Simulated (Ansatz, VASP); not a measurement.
Zn in VASP and in Ansatz

The input INCAR:

```
SYSTEM = Zn
ALGO     = Fast           ! electronic algorithm
EDIFF    = 1E-6           ! SCF threshold, eV
ENCUT    = 520            ! plane-wave cutoff, eV
ISIF     = 2              ! what is computed and relaxed
ISMEAR   = 0              ! smearing method
LASPH    = .TRUE.         ! aspherical terms in the spheres
LCHARG   = .FALSE.        ! write CHGCAR
LREAL    = .FALSE.        ! projectors in reciprocal space
LWAVE    = .FALSE.        ! write WAVECAR
NBANDS   = 12             ! bands
NELM     = 100            ! most SCF steps
PREC     = Accurate       ! precision mode
SIGMA    = 0.15           ! smearing width, eV
```

KPOINTS

```
k-points
0
G
  22 22 22
  0 0 0
```

Contents of POSCAR:

```
Zn
1.0
   -1.3401810168      1.5516718569      1.5516718569
    1.5516718569     -1.3401810168      1.5516718569
    1.5516718569      1.5516718569     -1.3401810168
Zn
1
Direct
    0.0000000000      0.0000000000      0.0000000000
```

Input for Ansatz:

```yaml
crystal:
  lattice:
    - [-1.3401810168, 1.5516718569, 1.5516718569]
    - [1.5516718569, -1.3401810168, 1.5516718569]
    - [1.5516718569, 1.5516718569, -1.3401810168]
  atoms:
    - { symbol: Zn, position: [0.0, 0.0, 0.0] }
basis:
  ecutwfc: 520.0
kpoints:
  mp_grid: { grid: [22, 22, 22] }
hamiltonian:
  xc: lda
  pseudopotentials: { kind: paw }
scf:
  occupations: { method: gaussian, width: 0.15 }
output:
  forces: true
  stress: true
  eigenvalues: true
```

Alike in both runs: task single point; functional LDA; k mesh 22 × 22 × 22; occupations gaussian, width 0.15 eV; no spin polarisation.

|  | VASP | Ansatz |
| --- | --- | --- |
| version | VASP 6.6.1 | Ansatz 0.2.0 |
| potentials or method | VASP PAW LDA potentials, release 64 (Zn), cutoff 520 eV | scalar-relativistic, plane waves, PAW |
| valence electrons in the cell | 12 | 12 |

```csv
,VASP,Ansatz,Ansatz less VASP
gap on the k mesh at the Fermi level (eV),none,none,-
pressure (GPa),-2.6,-3.2,-0.53
"traceless stress, the component that is largest in VASP (GPa)",-1.49,-1.37,+0.123
```

LDA's correlation is that of Perdew and Zunger in VASP and of Perdew and Wang (1992) in Ansatz. A gap of «none» marks a metal or a gap that the smearing closes.
